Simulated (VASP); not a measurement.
# Ge (I4_1/amd) in VASP: further runs

Runs on Ge. Level: LDA. Tasks: single point.

Program: VASP 6.6.1. These are calculated values, not measurements. Logs are shortened: lines on timing, memory, paths and dates and some standing lists are left out, and cuts for length are marked.

## 1. The cell of the first run

Symmetry: I4_1/amd, No. 141, tetragonal system. Conventional cell: a = 5.149 Å, b = 5.149 Å, c = 2.795 Å, α = 90.00°, β = 90.00°, γ = 90.00°. Within 3.5 Å of Ge (site symmetry -4m2) lie 10 Ge at 2.67 to 3.32 Å.

## 2. Single point, LDA

The input, INCAR:

```
PREC = Accurate
ENCUT = 520
EDIFF = 1E-7
ISMEAR = -1
SIGMA = 0.05
LREAL = F
LASPH = T
NELM = 100
ALGO = Normal
ISIF = 2
LWAVE = F
LCHARG = F
NBANDS = 21
```

The input, KPOINTS:

```
regular mesh
0
Gamma
  11 11 11
```

The input, POSCAR:

```
Ge
1.0
   -2.5744897190      2.5744897190      1.3974126432
    2.5744897190     -2.5744897190      1.3974126432
    2.5744897190      2.5744897190     -1.3974126432
Ge
2
Direct
    0.5000000000      0.5000000000      0.0000000000
    0.2500000000      0.7500000000      0.5000000000
```

Potentials or basis: VASP PAW LDA potentials, release 64 (Ge_d).

Launch:

```console
> cat potpaw_LDA.64/Ge_d/POTCAR > POTCAR
> mpirun -np 1 vasp_std > vasp.out
```

OUTCAR:

```text
PREC = Accurate
   ENCUT = 520
   EDIFF = 1E-7
   ISMEAR = -1
   LREAL = F
   LASPH = T
   NELM = 100
   ISIF = 2

 ion  position               nearest neighbor table
   1  0.500  0.500  0.000-   2 2.67   2 2.67   2 2.67   2 2.67
   2  0.250  0.750  0.500-   1 2.67   1 2.67   1 2.67   1 2.67

  LATTYP: Found a body centered tetragonal cell.
 ALAT       =     5.1489794380
 C/A-ratio  =     0.5427920853

  Lattice vectors:

 A1 = (  -2.5744897190,   2.5744897190,   1.3974126432)
 A2 = (   2.5744897190,  -2.5744897190,   1.3974126432)
 A3 = (   2.5744897190,   2.5744897190,  -1.3974126432)

Analysis of symmetry for initial positions (statically):
=====================================================================
 Subroutine PRICEL returns:
 Original cell was already a primitive cell.

 Routine SETGRP: Setting up the symmetry group for a
 body centered tetragonal supercell.

 Subroutine GETGRP returns: Found 16 space group operations
 (whereof  8 operations were pure point group operations)
 out of a pool of 16 trial point group operations.

The static configuration has the point symmetry D_2d.
 The point group associated with its full space group is D_4h.

Analysis of symmetry for dynamics (positions and initial velocities):
=====================================================================
 Subroutine PRICEL returns:
 Original cell was already a primitive cell.

 Routine SETGRP: Setting up the symmetry group for a
 body centered tetragonal supercell.

 Subroutine GETGRP returns: Found 16 space group operations
 (whereof  8 operations were pure point group operations)
 out of a pool of 16 trial point group operations.

The dynamic configuration has the point symmetry D_2d.
 The point group associated with its full space group is D_4h.

 Subroutine INISYM returns: Found 16 space group operations
 (whereof  8 operations are pure point group operations),
 and found     1 'primitive' translations

----------------------------------------------------------------------------------------

                                     Primitive cell

  volume of cell :      37.0482

  direct lattice vectors                    reciprocal lattice vectors
    -2.574489719  2.574489719  1.397412643     0.000000000  0.194213244  0.357804119
     2.574489719 -2.574489719  1.397412643     0.194213244  0.000000000  0.357804119
     2.574489719  2.574489719 -1.397412643     0.194213244  0.194213244  0.000000000

[... 73 lines left out ...]
 SYSTEM =  unknown system
   PREC   = accura    normal or accurate (medium, high low for compatibility)
   ISTART =      0    job   : 0-new  1-cont  2-samecut
   ICHARG =      2    charge: 1-file 2-atom 10-const
   ISPIN  =      1    spin polarized calculation?
   LNONCOLLINEAR =      F non collinear calculations
   LSORBIT =      F    spin-orbit coupling
   LASPH  =      T    aspherical Exc in radial PAW
   ENCUT  =  520.0 eV  38.22 Ry    6.18 a.u.   7.25  7.25  7.25*2*pi/ulx,y,z
   NELM   =    100;   NELMIN=  2; NELMDL= -5     # of ELM steps
   EDIFF  = 0.1E-06   stopping-criterion for ELM
   LREAL  =      F    real-space projection
   EDIFFG = 0.1E-05   stopping-criterion for IOM
   NSW    =      0    number of steps for IOM
   IBRION =     -1    ionic relax: 0-MD 1-quasi-New 2-CG
   NFREE  =      0    steps in history (QN), initial steepest desc. (CG)
   ISIF   =      2    stress and relaxation
   ISYM   =      2    0-nonsym 1-usesym 2-fastsym
   POTIM  = 0.5000    time-step for ionic-motion
   TEBEG  =    0.0;   TEEND  =   0.0 temperature during run
   PSTRESS=    0.0 pullay stress
   NELECT =      28.0000    total number of electrons
   NUPDOWN=      -1.0000    fix difference up-down
   EMIN   =  10.00;   EMAX   =-10.00  energy-range for DOS
   EFERMI =   0.00;   METHOD = LEGACY
   ISMEAR =    -1;   SIGMA  =   0.05  broadening in eV -4-tet -1-fermi 0-gaus
   EFERMI_NEDOS =   21; number of points for ismear=-14 and -15
   IALGO  =     38    algorithm
   IMIX   =      4    mixing-type and parameters
     AMIX     =   0.40;   BMIX     =  1.00
     AMIX_MAG =   1.60;   BMIX_MAG =  1.00
  volume/ion in A,a.u.               =      18.52       125.01
  Fermi-wavevector in a.u.,A,eV,Ry     =   1.491209  2.817976 30.255333  2.223704
  Thomas-Fermi vector in A             =   2.603893
   LORBIT       =      0    0 simple, 1 ext, 2 COOP (PROOUT), +10 PAW based schemes
   GGA     = CA    functional components
   LHFCALC =     F    Hartree Fock is set to
   AEXX    =    0.0000 exact exchange contribution
   IVDW    =     0    specifies the selected vdW correction
   LEPSILON=     F    determine dielectric tensor
   LRPA    =     F    only Hartree local field effects (RPA)
 non-spin polarized calculation
  energy-cutoff  :      520.00
  volume of cell :       37.05
 maximum number of plane-waves:      1029
 NGX is ok and might be reduce to    30
   NGX = 15   NGY = 15   NGZ = 15

 number of electron      28.0000028 magnetization

 Free energy of the ion-electron system (eV)
  ---------------------------------------------------
  ext. energy  EPLUGINS =         0.00000000
  ---------------------------------------------------
  free energy    TOTEN  =       -10.02451504 eV

  energy without entropy =      -10.01664904  energy(sigma->0) =      -10.02058204

 E-fermi :   6.5288     XC(G=0): -11.6055

 val. band max:        6.5056800654   @ k =  -0.1818  -0.2727   0.1818
 cond. band min:       6.5332895897   @ k =   0.4545   0.2727   0.0909
 fundamental gap:      0.0276095243
 Fermi energy:         6.5288395185

 k-point     1 :       0.0000    0.0000    0.0000
  band No.  band energies     occupation
      1     -18.3110      2.00000
      2     -18.2666      2.00000
      3     -18.2347      2.00000
      4     -18.2341      2.00000
      5     -18.1284      2.00000
      6     -18.1284      2.00000
[... 565 lines left out ...]
     20      18.8035      0.00000
     21      19.1978      0.00000

 [... further k-points ...]
[... 5 lines left out ...]
  --------------------------------------------------------------------------------------
  -------------------------------------------------------------------------------------
  Total       -0.5433684     -0.5433684     -0.6068190      0.0000000      0.0000000      0.0000000
  in kB      -23.4983840    -23.4983840    -26.2423523      0.0000000      0.0000000      0.0000000
  external PRESSURE =     -24.4130401 kB  Pullay stress =       0.0000000 kB

 VOLUME and BASIS-vectors are now :
 -----------------------------------------------------------------------------
  energy-cutoff  :      520.00
  volume of cell :       37.05
      direct lattice vectors                 reciprocal lattice vectors
    -2.574489719  2.574489719  1.397412643     0.000000000  0.194213244  0.357804119
     2.574489719 -2.574489719  1.397412643     0.194213244  0.000000000  0.357804119
     2.574489719  2.574489719 -1.397412643     0.194213244  0.194213244  0.000000000

 POSITION                                       TOTAL-FORCE (eV/Angst)
 -----------------------------------------------------------------------------------
      0.00000      0.00000      1.39741        -0.000000     -0.000000     -0.000000
      2.57449      0.00000      0.69871         0.000000      0.000000      0.000000
 -----------------------------------------------------------------------------------
    total drift:                                0.000000     -0.000000      0.000000

  FREE ENERGIE OF THE ION-ELECTRON SYSTEM (eV)
  ---------------------------------------------------
  free  energy   TOTEN  =       -10.0245150362 eV

  energy  without entropy=      -10.0166490369  energy(sigma->0) =      -10.02058204
```

It took 43 s on 1 thread of AMD EPYC 9R45 (Zen 5), shared host; peak memory 0.17 GiB.

Results:

| Quantity | Value |
| --- | --- |
| Free energy | -10.0245 eV |
| Pressure | -2.4 GPa |
| Band gap on the k mesh | zero (band 14 reaches 8.21 eV, above the bottom of band 15 at 3.57 eV) |

Stress tensor (GPa, compression positive):
```
-2.35  0.00  0.00
 0.00 -2.35  0.00
 0.00  0.00 -2.62
```

## 3. Single point, LDA (volume scaled by 1.02)

The input, INCAR:

```
PREC     = Accurate       # precision mode
ENCUT    = 520            # plane-wave cutoff, eV
EDIFF    = 1E-6           # SCF threshold, eV
ISMEAR   = -1             # smearing method
SIGMA    = 0.05           # smearing width, eV
LREAL    = F              # projectors in reciprocal space
LASPH    = T              # aspherical terms in the spheres
NELM     = 100            # most SCF steps
ALGO     = Normal         # electronic algorithm
ISIF     = 2              # what is computed and relaxed
LWAVE    = F              # write WAVECAR
LCHARG   = F              # write CHGCAR
NBANDS   = 21             # bands
```

The input, KPOINTS:

```
Automatic mesh
0
Gamma
  11 11 11
```

The input, POSCAR:

```
Ge
1.0
   -2.5915398167      2.5915398167      1.4066673013
    2.5915398167     -2.5915398167      1.4066673013
    2.5915398167      2.5915398167     -1.4066673013
Ge
2
Direct
    0.5000000000      0.5000000000      0.0000000000
    0.2500000000      0.7500000000      0.5000000000
```

Potentials or basis: VASP PAW LDA potentials, release 64 (Ge_d).

Launch:

```console
> cat potpaw_LDA.64/Ge_d/POTCAR > POTCAR
> mpirun -np 1 vasp_std > vasp.out
```

OUTCAR:

```text
PREC = Accurate
   ENCUT = 520
   EDIFF = 1E-6
   ISMEAR = -1
   LREAL = F
   LASPH = T
   NELM = 100
   ISIF = 2

 ion  position               nearest neighbor table
   1  0.500  0.500  0.000-   2 2.69   2 2.69   2 2.69   2 2.69
   2  0.250  0.750  0.500-   1 2.69   1 2.69   1 2.69   1 2.69

  LATTYP: Found a body centered tetragonal cell.
 ALAT       =     5.1830796334
 C/A-ratio  =     0.5427920853

  Lattice vectors:

 A1 = (  -2.5915398167,   2.5915398167,   1.4066673013)
 A2 = (   2.5915398167,  -2.5915398167,   1.4066673013)
 A3 = (   2.5915398167,   2.5915398167,  -1.4066673013)
[... 189 lines left out ...]
      4     -18.4375      2.00000
      5     -18.3383      2.00000
      6     -18.3383      2.00000
[... 565 lines left out ...]
     20      18.4736      0.00000
     21      18.8378      0.00000

 [... further k-points ...]
[... 5 lines left out ...]
  --------------------------------------------------------------------------------------
  -------------------------------------------------------------------------------------
  Total       -0.8763534     -0.8763534     -0.9521010      0.0000000     -0.0000000      0.0000000
  in kB      -37.1554648    -37.1554648    -40.3669961      0.0000000     -0.0000000      0.0000000
  external PRESSURE =     -38.2259753 kB  Pullay stress =       0.0000000 kB

 VOLUME and BASIS-vectors are now :
 -----------------------------------------------------------------------------
  energy-cutoff  :      520.00
  volume of cell :       37.79
      direct lattice vectors                 reciprocal lattice vectors
    -2.591539817  2.591539817  1.406667301     0.000000000  0.192935488  0.355450077
     2.591539817 -2.591539817  1.406667301     0.192935488  0.000000000  0.355450077
     2.591539817  2.591539817 -1.406667301     0.192935488  0.192935488  0.000000000

 POSITION                                       TOTAL-FORCE (eV/Angst)
 -----------------------------------------------------------------------------------
      0.00000      0.00000      1.40667        -0.000000      0.000000     -0.000000
      2.59154      0.00000      0.70333         0.000000     -0.000000      0.000000
 -----------------------------------------------------------------------------------
    total drift:                                0.000000     -0.000000      0.000000

  FREE ENERGIE OF THE ION-ELECTRON SYSTEM (eV)
  ---------------------------------------------------
  free  energy   TOTEN  =       -10.0106194981 eV

  energy  without entropy=      -10.0028689225  energy(sigma->0) =      -10.00674421
```

OSZICAR:

```text
N       E                     dE             d eps       ncg     rms          rms(c)
DAV:   1     0.178073860232E+03    0.17807E+03   -0.14254E+04  5962   0.378E+03
DAV:   2     0.142497255462E+02   -0.16382E+03   -0.15886E+03  5327   0.597E+02
DAV:   3    -0.937202843854E+01   -0.23622E+02   -0.23405E+02  6105   0.133E+02
DAV:   4    -0.100389238174E+02   -0.66690E+00   -0.66633E+00  5905   0.260E+01
DAV:   5    -0.100488283484E+02   -0.99045E-02   -0.99043E-02  5996   0.347E+00    0.211E+00
DAV:   6    -0.100224218764E+02    0.26406E-01   -0.21740E-02  7222   0.235E+00    0.117E+00
DAV:   7    -0.100109852948E+02    0.11437E-01   -0.13333E-02  7178   0.156E+00    0.111E-01
DAV:   8    -0.100106201332E+02    0.36516E-03   -0.18385E-03  6453   0.760E-01    0.415E-02
DAV:   9    -0.100106197135E+02    0.41971E-06   -0.41716E-05  6348   0.814E-02    0.986E-03
DAV:  10    -0.100106194981E+02    0.21542E-06   -0.29974E-06  5185   0.254E-02
   1 F= -.10010619E+02 E0= -.10006744E+02  d E =-.775058E-02
```

stdout:

```text
POSCAR found type information on POSCAR Ge
 POSCAR found :  1 types and       2 ions
 scaLAPACK will be used
 LDA part: xc-table for (Slater(with rela. corr.)+CA(PZ))
 , standard interpolation
 POSCAR, INCAR and KPOINTS ok, starting setup
 FFT: planning ... GRIDC
 FFT: planning ... GRID_SOFT
 FFT: planning ... GRID
 WAVECAR not read
 entering main loop
```

Run time: 39 s. Hardware: 1 thread of AMD EPYC 9R45 (Zen 5), shared host; peak memory 0.17 GiB.

What came out:

```yaml
Free_energy: -10.0106 eV
Pressure: -3.8 GPa
Band_gap_on_the_k_mesh: zero (band 14 reaches 7.94 eV, above the bottom of band 15 at 3.43 eV)
```

## 4. Single point, LDA (volume scaled by 1.04)

The input, INCAR:

```
  PREC = Accurate
  ENCUT = 520
  EDIFF = 1E-6
  ISMEAR = -1
  SIGMA = 0.05
  LREAL = False
  LASPH = True
  NELM = 100
  ALGO = Normal
  ISIF = 2
  LWAVE = False
  LCHARG = True
  GGA = CA
  LELF = True
  LVHAR = True
  NBANDS = 21
```

KPOINTS is that of step 3.

The input, POSCAR:

```
Ge
1.0
   -2.6083684688      2.6083684688      1.4158017605
    2.6083684688     -2.6083684688      1.4158017605
    2.6083684688      2.6083684688     -1.4158017605
Ge
2
Direct
    0.5000000000      0.5000000000      0.0000000000
    0.2500000000      0.7500000000      0.5000000000
```

Launch:

```console
> cat potpaw_LDA.64/Ge_d/POTCAR > POTCAR
> mpirun -np 1 vasp_std > vasp.out
```

Run time: 42 s. Hardware: 1 thread of AMD EPYC 9R45 (Zen 5), shared host; peak memory 0.17 GiB.

The run converged. Its results:

* Free energy: -9.9907 eV
* Pressure: -5.1 GPa
* Band gap on the k mesh: zero (band 14 reaches 7.67 eV, above the bottom of band 15 at 3.29 eV)

Stress tensor (GPa, compression positive):
```
-4.94  0.00  0.00
 0.00 -4.94  0.00
 0.00  0.00 -5.29
```

Levels at points of the mesh, in eV from the Fermi level:
| k point | band 10 | band 11 | band 12 | band 13 | band 14 | band 15 | band 16 | band 17 | band 18 | band 19 |
| --- | --- | --- | --- | --- | --- | --- | --- | --- | --- | --- |
| (0.00, 0.00, 0.00) | -24.50 | -12.96 | -4.27 | -2.20 | -2.20 | 3.46 | 7.27 | 7.27 | 7.78 | 7.95 |

## 5. Single point, LDA (volume scaled by 1.06)

The input, INCAR:

```
SYSTEM = Ge
PREC = Accurate
ENCUT = 520
EDIFF = 1E-6
ISMEAR = -1
SIGMA = 0.05
LREAL = .FALSE.
LASPH = .TRUE.
NELM = 100
ALGO = Normal
ISIF = 2
LWAVE = .FALSE.
LCHARG = .TRUE.
LELF = .TRUE.
LVHAR = .TRUE.
NBANDS = 21
```

The input, KPOINTS:

```
regular mesh
0
G
  11 11 11
  0 0 0
```

The input, POSCAR:

```
Ge
1.0
   -2.6249827287      2.6249827287      1.4248198492
    2.6249827287     -2.6249827287      1.4248198492
    2.6249827287      2.6249827287     -1.4248198492
Ge
2
Direct
    0.5000000000      0.5000000000      0.0000000000
    0.2500000000      0.7500000000      0.5000000000
```

Launch:

```console
> cat potpaw_LDA.64/Ge_d/POTCAR > POTCAR
> mpirun -np 1 vasp_std > vasp.out
```

Wall time 40 s (1 thread of AMD EPYC 9R45 (Zen 5), shared host); peak memory 0.17 GiB.

The run converged. Its results:

| Item | Value |
| --- | --- |
| Free energy | -9.9653 eV |
| Pressure | -6.1 GPa |
| Band gap on the k mesh | zero (band 14 reaches 7.42 eV, above the bottom of band 15 at 3.15 eV) |

Stress tensor (GPa, compression positive):
```
-6.02  0.00  0.00
 0.00 -6.02  0.00
 0.00  0.00 -6.37
```

Levels at points of the mesh, in eV from the Fermi level:
```csv
k point,band 10,band 11,band 12,band 13,band 14,band 15,band 16,band 17,band 18,band 19
"(0.00, 0.00, 0.00)",-24.49,-12.80,-4.32,-2.14,-2.14,3.51,7.15,7.15,7.64,7.81
```

## 6. Overview

| cell | gap on the mesh (eV) | pressure (GPa) |
| --- | --- | --- |
| a = 3.900 Å, angles 97.4, 97.4, 138.0°, 2 atoms | none | -2.4 |
| a = 3.926 Å, angles 97.4, 97.4, 138.0°, 2 atoms | none | -3.8 |
| a = 3.951 Å, angles 97.4, 97.4, 138.0°, 2 atoms | none | -5.1 |
| a = 3.976 Å, angles 97.4, 97.4, 138.0°, 2 atoms | none | -6.1 |

Alike in all rows: task single point; level LDA; potentials or basis VASP PAW LDA potentials, release 64 (Ge_d); no spin polarisation; k mesh 11 × 11 × 11; cutoff (eV) 520; smearing fermi-dirac 0.05 eV.

Total energies depend on the potentials used, so only differences within one code and one set of settings carry meaning.
